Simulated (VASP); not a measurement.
# Zr: single point with PBEsol

Zr:

```
Zr
1.0
    -1.75934    1.75934    1.75934
     1.75934   -1.75934    1.75934
     1.75934    1.75934   -1.75934
Zr
1
Direct
  0.00000 0.00000 0.00000
```

| Item | Value |
| --- | --- |
| Program | VASP 6.6.1 |
| Task | single point |
| Functional | PBEsol |
| Potentials or basis | VASP PAW PBE potentials, release 64 (Zr_sv) |
| Cutoff | 520 eV |
| k mesh | 22 × 22 × 22 |
| Occupations | gaussian, width 0.1 eV |
| Spin | no spin polarisation |

- Pressure: 0.1 GPa
- Band gap on the k mesh: zero (band 6 reaches 10.48 eV, above the bottom of band 7 at 8.54 eV)

Levels at points of the mesh, in eV from the Fermi level:
```csv
k point,band 3,band 4,band 5,band 6,band 7,band 8,band 9,band 10
"(0.00, 0.00, 0.00)",-25.68,-25.68,-5.48,1.15,1.15,1.15,3.82,3.82
"(0.50, 0.00, 0.00)",-26.06,-25.70,-2.98,-0.79,1.90,3.85,4.57,6.86
"(0.50, 0.50, 0.50)",-26.50,-26.50,-2.82,-2.82,6.11,6.11,6.11,7.90
```

It took 3.2 min on 1 thread of Intel Xeon 6975P-C (shared host), peak memory 0.2 GiB.

Caveat: the PAW data sets were made with another functional, which shifts forces and pressure a little.
